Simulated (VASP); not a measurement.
# Au (Fm-3m) in VASP: notebook

Au is run at these levels: PBE+D4, PBEsol+D3(BJ); tasks: single point.

All numbers are computed with VASP 6.6.1; they aren't measurements. Logs are shortened: lines on timing, memory, paths and dates and some standing lists are left out, and cuts for length are marked.

## 1. The cell of the first run

The structure is cubic, space group Fm-3m (No. 225). Conventional cell: a = 4.070 Å, b = 4.070 Å, c = 4.070 Å, α = 90.00°, β = 90.00°, γ = 90.00°. Au (site symmetry m-3m) has 12 Au at 2.88 Å within 3.8 Å.

## 2. Single point, PBE+D4

Contents of INCAR:

```
  ALGO = Fast
  EDIFF = 1E-7
  ENCUT = 520
  GGA = PE
  ISIF = 2
  ISMEAR = -1
  IVDW = 13
  LASPH = True
  LCHARG = True
  LELF = True
  LREAL = False
  LVHAR = True
  LWAVE = False
  NBANDS = 12
  NELM = 80
  PREC = Accurate
  SIGMA = 0.05
```

Contents of KPOINTS:

```
k-points
0
Gamma
  11 11 11
```

Contents of POSCAR:

```
Au
1.0
    0.0000000000      2.0350000000      2.0350000000
    2.0350000000      0.0000000000      2.0350000000
    2.0350000000      2.0350000000      0.0000000000
Au
1
Direct
    0.0000000000      0.0000000000      0.0000000000
```

Potentials or basis: VASP PAW PBE potentials, release 64 (Au).

Started as:

```
$ cat potpaw_PBE.64/Au/POTCAR > POTCAR
$ mpirun -np 1 vasp_std > vasp.out
```

OUTCAR:

```text
EDIFF = 1E-7
   ENCUT = 520
   GGA = PE
   ISIF = 2
   ISMEAR = -1
   IVDW = 13
   LASPH = True
   LREAL = False
   NELM = 80
   PREC = Accurate

 ion  position               nearest neighbor table
   1  0.000  0.000  0.000-

  LATTYP: Found a face centered cubic cell.
 ALAT       =     4.0700000000

  Lattice vectors:

 A1 = (   0.0000000000,   2.0350000000,   2.0350000000)
 A2 = (   2.0350000000,   0.0000000000,   2.0350000000)
 A3 = (   2.0350000000,   2.0350000000,   0.0000000000)

Analysis of symmetry for initial positions (statically):
=====================================================================
 Subroutine PRICEL returns:
 Original cell was already a primitive cell.

 Routine SETGRP: Setting up the symmetry group for a
 face centered cubic supercell.

 Subroutine GETGRP returns: Found 48 space group operations
[... 9 lines left out ...]

 Routine SETGRP: Setting up the symmetry group for a
 face centered cubic supercell.

 Subroutine GETGRP returns: Found 48 space group operations
[... 11 lines left out ...]
                                     Primitive cell

  volume of cell :      16.8548

  direct lattice vectors                    reciprocal lattice vectors
     0.000000000  2.035000000  2.035000000    -0.245700246  0.245700246  0.245700246
     2.035000000  0.000000000  2.035000000     0.245700246 -0.245700246  0.245700246
     2.035000000  2.035000000  0.000000000     0.245700246  0.245700246 -0.245700246

  length of vectors
     2.877924599  2.877924599  2.877924599     0.425565309  0.425565309  0.425565309

  position of ions in fractional coordinates (direct lattice)
     0.000000000  0.000000000  0.000000000

  ion indices of the primitive-cell ions
   primitive index   ion index
                 1           1

----------------------------------------------------------------------------------------

 KPOINTS: k-points

Automatic generation of k-mesh.
 Grid dimensions read from file:
 generate k-points for:   11   11   11

 Generating k-lattice:

  Cartesian coordinates                     Fractional coordinates (reciprocal lattice)
    -0.022336386  0.022336386  0.022336386     0.090909091  0.000000000  0.000000000
     0.022336386 -0.022336386  0.022336386     0.000000000  0.090909091  0.000000000
     0.022336386  0.022336386 -0.022336386     0.000000000  0.000000000  0.090909091

  Length of vectors
     0.038687755  0.038687755  0.038687755

  Shift w.r.t. Gamma in fractional coordinates (k-lattice)
     0.000000000  0.000000000  0.000000000

 Subroutine IBZKPT returns following result:
 ===========================================

 Found     56 irreducible k-points:

 Following reciprocal coordinates:
[... 54 lines left out ...]
   PSTRESS=    0.0 pullay stress
   NELECT =      11.0000    total number of electrons
   NUPDOWN=      -1.0000    fix difference up-down
   EMIN   =  10.00;   EMAX   =-10.00  energy-range for DOS
   EFERMI =   0.00;   METHOD = LEGACY
   ISMEAR =    -1;   SIGMA  =   0.05  broadening in eV -4-tet -1-fermi 0-gaus
   EFERMI_NEDOS =   21; number of points for ismear=-14 and -15
   IALGO  =     68    algorithm
   IMIX   =      4    mixing-type and parameters
     AMIX     =   0.40;   BMIX     =  1.00
     AMIX_MAG =   1.60;   BMIX_MAG =  1.00
  volume/ion in A,a.u.               =      16.85       113.74
  Fermi-wavevector in a.u.,A,eV,Ry     =   1.420032  2.683470 27.436005  2.016489
  Thomas-Fermi vector in A             =   2.540990
   LORBIT       =      0    0 simple, 1 ext, 2 COOP (PROOUT), +10 PAW based schemes
   GGA     = PE    functional components
   LHFCALC =     F    Hartree Fock is set to
   AEXX    =    0.0000 exact exchange contribution
   IVDW    =    13    specifies the selected vdW correction
   LEPSILON=     F    determine dielectric tensor
   LRPA    =     F    only Hartree local field effects (RPA)
 non-spin polarized calculation
 RMM-DIIS sequential band-by-band and
  energy-cutoff  :      520.00
  volume of cell :       16.85
 maximum number of plane-waves:       465
 NGX is ok and might be reduce to    24
   NGX = 11   NGY = 11   NGZ = 11

 number of electron      10.9999999 magnetization

 Free energy of the ion-electron system (eV)
  ---------------------------------------------------
  ext. energy  EPLUGINS =         0.00000000
  ---------------------------------------------------
  free energy    TOTEN  =        -3.19598383 eV

  energy without entropy =       -3.19465563  energy(sigma->0) =       -3.19531973

 E-fermi :   9.6899     XC(G=0): -12.7826

 val. band max:        9.5435637972   @ k =   0.4545   0.3636   0.0000
 cond. band min:       9.7933126507   @ k =  -0.4545   0.0909   0.0000
 fundamental gap:      0.2497488535
 Fermi energy:         9.6898954184

 k-point     1 :       0.0000    0.0000    0.0000
  band No.  band energies     occupation
      1      -0.3130      2.00000
      2       4.9090      2.00000
      3       4.9090      2.00000
      4       4.9090      2.00000
      5       6.4523      2.00000
      6       6.4523      2.00000
      7      24.1673      0.00000
      8      28.2298      0.00000
      9      28.2298      0.00000
     10      28.2298      0.00000
     11      33.1713      0.00000
     12      37.9342      0.00000
[... 331 lines left out ...]
 k-point    24 :      -0.1818    0.1818    0.0000
  band No.  band energies     occupation
      1       2.2804      2.00000
      2       4.2893      2.00000
      3       5.1093      2.00000
      4       5.7958      2.00000
      5       5.8347      2.00000
      6       7.6777      2.00000
      7      21.1054      0.00000
      8      23.0918      0.00000
      9      27.3897      0.00000
     10      28.8897      0.00000
     11      31.6325      0.00000
     12      34.3421      0.00000

 [... further k-points ...]

------------------------ aborting loop because EDIFF is reached ----------------------------------------

  DFT-D4 for vdW energy calculation

  Edisp (eV):   -0.68523

  FORCE on cell =-STRESS in cart. coord.  units (eV):
  Direction    XX          YY          ZZ          XY          YZ          ZX
  --------------------------------------------------------------------------------------
  -------------------------------------------------------------------------------------
  Total       0.46818     0.46818     0.46818    -0.00000     0.00000    -0.00000
  in kB      44.50421    44.50421    44.50421    -0.00000     0.00000    -0.00000
  external pressure =       44.50 kB  Pullay stress =        0.00 kB

 VOLUME and BASIS-vectors are now :
 -----------------------------------------------------------------------------
  energy-cutoff  :      520.00
  volume of cell :       16.85
      direct lattice vectors                 reciprocal lattice vectors
     0.000000000  2.035000000  2.035000000    -0.245700246  0.245700246  0.245700246
     2.035000000  0.000000000  2.035000000     0.245700246 -0.245700246  0.245700246
     2.035000000  2.035000000  0.000000000     0.245700246  0.245700246 -0.245700246

 POSITION                                       TOTAL-FORCE (eV/Angst)
 -----------------------------------------------------------------------------------
      0.00000      0.00000      0.00000        -0.000000     -0.000000      0.000000
 -----------------------------------------------------------------------------------
    total drift:                                0.000000      0.000000     -0.000000

  FREE ENERGIE OF THE ION-ELECTRON SYSTEM (eV)
  ---------------------------------------------------
  free  energy   TOTEN  =        -3.8812113114 eV

  energy  without entropy=       -3.8798831163  energy(sigma->0) =       -3.88054721
```

OSZICAR:

```text
N       E                     dE             d eps       ncg     rms          rms(c)
DAV:   1     0.517975460025E+02    0.51798E+02   -0.55392E+03  1384   0.821E+02
DAV:   2    -0.266147952326E+01   -0.54459E+02   -0.50757E+02  1600   0.188E+02
DAV:   3    -0.345949770151E+01   -0.79802E+00   -0.79734E+00  1624   0.223E+01
DAV:   4    -0.346214443354E+01   -0.26467E-02   -0.26466E-02  1616   0.149E+00
DAV:   5    -0.346216363851E+01   -0.19205E-04   -0.19206E-04  1692   0.120E-01    0.970E+00
RMM:   6    -0.321742670535E+01    0.24474E+00   -0.28072E-01  1352   0.445E+00    0.609E+00
RMM:   7    -0.319813722427E+01    0.19289E-01   -0.39036E-02  1438   0.185E+00    0.280E+00
RMM:   8    -0.319599387710E+01    0.21433E-02   -0.34504E-03  1478   0.499E-01    0.309E-01
RMM:   9    -0.319597905712E+01    0.14820E-04   -0.36406E-04  1576   0.163E-01    0.116E-01
RMM:  10    -0.319598195218E+01   -0.28951E-05   -0.57342E-05  1542   0.558E-02    0.599E-02
RMM:  11    -0.319598388466E+01   -0.19325E-05   -0.13431E-05  1562   0.230E-02    0.105E-02
RMM:  12    -0.319598391507E+01   -0.30407E-07   -0.13447E-06  1427   0.737E-03    0.920E-03
RMM:  13    -0.319598371221E+01    0.20286E-06   -0.31892E-07  1304   0.357E-03    0.340E-03
RMM:  14    -0.319598383221E+01   -0.12000E-06   -0.87500E-08  1066   0.207E-03    0.836E-04
RMM:  15    -0.319598382878E+01    0.34307E-08   -0.13505E-08   868   0.849E-04
   1 F= -.38812113E+01 E0= -.38805472E+01  d E =-.132820E-02
```

stdout:

```text
POSCAR found type information on POSCAR Au
 POSCAR found :  1 types and       1 ions
 scaLAPACK will be used
 LDA part: xc-table for (Slater+PW92), standard interpolation
 POSCAR, INCAR and KPOINTS ok, starting setup
 FFT: planning ... GRIDC
 FFT: planning ... GRID_SOFT
 FFT: planning ... GRID
 WAVECAR not read
 entering main loop
WARNING in EDDRMM: call to ZHEGV failed, returncode =   8  4     12
```

It took 14 s on 1 thread of Intel Xeon Platinum 8259CL at 2.50GHz (Skylake/Cascade Lake), shared host; peak memory 0.14 GiB.

What came out:

```yaml
Free_energy: -3.8812 eV
Pressure: 4.5 GPa
Dispersion_energy_per_atom: -0.685 eV
```

Levels at points of the mesh, in eV from the Fermi level:
```
           k point  band 2  band 3  band 4  band 5  band 6  band 7  band 8  band 9  band 10  band 11
(0.00, 0.00, 0.00)   -4.78   -4.78   -4.78   -3.24   -3.24   14.48   18.54   18.54    18.54    23.48
```

Caveat: spin-orbit coupling is left out, which moves the levels of the heavy elements; pairwise dispersion overbinds metals, which lowers pressure and volume.

## 3. Single point, PBE+D4

This run uses another cell than the first one, of 17.19 Å³/atom, 1.020 times its volume.

Contents of INCAR:

```
SYSTEM = Au
ALGO = Normal ; EDIFF = 1E-6
ENCUT = 520 ; GGA = PE
ISIF = 2 ; ISMEAR = -1
IVDW = 13 ; LASPH = .True.
LCHARG = .False. ; LREAL = .False.
LWAVE = .False. ; NBANDS = 12
NELM = 60 ; PREC = Accurate
SIGMA = 0.05
```

Contents of KPOINTS:

```
k-points
0
Gamma
  11 11 11
  0 0 0
```

Contents of POSCAR:

```
Au
1.0
    0.0000000000      2.0484772140      2.0484772140
    2.0484772140      0.0000000000      2.0484772140
    2.0484772140      2.0484772140      0.0000000000
Au
1
Direct
    0.0000000000      0.0000000000      0.0000000000
```

Potentials or basis: VASP PAW PBE potentials, release 64 (Au).

Started as:

```
$ cat potpaw_PBE.64/Au/POTCAR > POTCAR
$ mpirun -np 1 vasp_std > vasp.out
```

Run time: 9.3 s. Hardware: 1 thread of Intel Xeon Platinum 8259CL at 2.50GHz (Skylake/Cascade Lake), shared host; peak memory 0.14 GiB.

Results (log left out):

| Property | Result |
| --- | --- |
| Free energy | -3.8870 eV |
| Pressure | 0.9 GPa |
| Dispersion energy per atom | -0.673 eV |

Levels at points of the mesh, in eV from the Fermi level:
```csv
k point,band 3,band 4,band 5,band 6,band 7,band 8,band 9,band 10
"(0.00, 0.00, 0.00)",-4.69,-4.69,-3.20,-3.20,14.49,18.43,18.43,18.43
```

Caveat: spin-orbit coupling is left out, which moves the levels of the heavy elements; pairwise dispersion overbinds metals, which lowers pressure and volume.

## 4. Single point, PBEsol+D3(BJ)

This run uses another cell than the first one, of 16.18 Å³/atom, 0.960 times its volume.

Contents of INCAR:

```
PREC     = Accurate       # precision mode
ENCUT    = 520            # plane-wave cutoff, eV
EDIFF    = 1E-6           # SCF threshold, eV
ISMEAR   = -1             # smearing method
SIGMA    = 0.05           # smearing width, eV
LREAL    = False          # projectors in reciprocal space
LASPH    = True           # aspherical terms in the spheres
NELM     = 100            # most SCF steps
ALGO     = Normal         # electronic algorithm
ISIF     = 2              # what is computed and relaxed
LWAVE    = False          # write WAVECAR
LCHARG   = False          # write CHGCAR
GGA      = PS             # functional
IVDW     = 12             # dispersion correction
NBANDS   = 12             # bands
```

Contents of KPOINTS:

```
regular mesh
0
Gamma
  11 11 11
```

Contents of POSCAR:

```
Au
1.0
    0.0000000000      2.0074966285      2.0074966285
    2.0074966285      0.0000000000      2.0074966285
    2.0074966285      2.0074966285      0.0000000000
Au
1
Direct
    0.0000000000      0.0000000000      0.0000000000
```

Started as:

```
$ cat potpaw_PBE.64/Au/POTCAR > POTCAR
$ mpirun -np 1 vasp_std > vasp.out
```

Run time: 8.3 s. Hardware: 1 thread of Intel Xeon Platinum 8259CL at 2.50GHz (Skylake/Cascade Lake), shared host; peak memory 0.15 GiB.

It converged, with:

* Free energy: -4.5749 eV
* Pressure: 3.1 GPa
* Dispersion energy per atom: -0.666 eV

Levels at points of the mesh, in eV from the Fermi level:
```csv
k point,band 4,band 5,band 6,band 7,band 8,band 9
"(0.00, 0.00, 0.00)",-4.94,-3.26,-3.26,14.45,18.74,18.74
```

Caveat: the PAW data sets were made with another functional, which shifts forces and pressure a little; spin-orbit coupling is left out, which moves the levels of the heavy elements; pairwise dispersion overbinds metals, which lowers pressure and volume.

## 5. Single point, PBEsol+D3(BJ)

This run uses another cell than the first one, of 16.52 Å³/atom, 0.980 times its volume.

Contents of INCAR:

```
SYSTEM = Au
  PREC = Accurate
  ENCUT = 520
  EDIFF = 1E-6
  ISMEAR = -1
  SIGMA = 0.05
  LREAL = .False.
  LASPH = .True.
  NELM = 60
  ALGO = Normal
  ISIF = 2
  LWAVE = .False.
  LCHARG = .False.
  GGA = PS
  IVDW = 12
  NBANDS = 12
```

Contents of KPOINTS:

```
Automatic mesh
0
Gamma
  11 11 11
  0 0 0
```

Contents of POSCAR:

```
Au
1.0
    0.0000000000      2.0213418704      2.0213418704
    2.0213418704      0.0000000000      2.0213418704
    2.0213418704      2.0213418704      0.0000000000
Au
1
Direct
    0.0000000000      0.0000000000      0.0000000000
```

Started as:

```
$ cat potpaw_PBE.64/Au/POTCAR > POTCAR
$ mpirun -np 1 vasp_std > vasp.out
```

Run time: 7.4 s. Hardware: 1 thread of Intel Xeon Platinum 8259CL at 2.50GHz (Skylake/Cascade Lake), shared host; peak memory 0.15 GiB.

It converged, with:

```yaml
Free_energy: -4.5771 eV
Pressure: -1.1 GPa
Dispersion_energy_per_atom: -0.652 eV
```

Levels at points of the mesh, in eV from the Fermi level:
```tsv
k point	band 3	band 4	band 5	band 6	band 7	band 8	band 9	band 10
(0.00, 0.00, 0.00)	-4.83	-4.83	-3.22	-3.22	14.47	18.64	18.64	18.64
```

Caveat: the PAW data sets were made with another functional, which shifts forces and pressure a little; spin-orbit coupling is left out, which moves the levels of the heavy elements; pairwise dispersion overbinds metals, which lowers pressure and volume.

## 6. Summary

| level | cell | gap on the mesh (eV) | pressure (GPa) |
| --- | --- | --- | --- |
| PBE+D4 | a = 2.878 Å, angles 60.0°, 1 atom | none | 4.5 |
| PBE+D4 | a = 2.897 Å, angles 60.0°, 1 atom | none | 0.9 |
| PBEsol+D3(BJ) | a = 2.839 Å, angles 60.0°, 1 atom | none | 3.1 |
| PBEsol+D3(BJ) | a = 2.859 Å, angles 60.0°, 1 atom | none | -1.1 |

Alike in all rows: task single point; potentials or basis VASP PAW PBE potentials, release 64 (Au); no spin polarisation; k mesh 11 × 11 × 11; cutoff (eV) 520; smearing fermi-dirac 0.05 eV.

Caveats: spin-orbit coupling is left out, which moves the levels of the heavy elements; pairwise dispersion overbinds metals, which lowers pressure and volume; the PAW data sets were made with another functional, which shifts forces and pressure a little (some runs).

Total energies depend on the potentials used, so only differences within one code and one set of settings carry meaning.
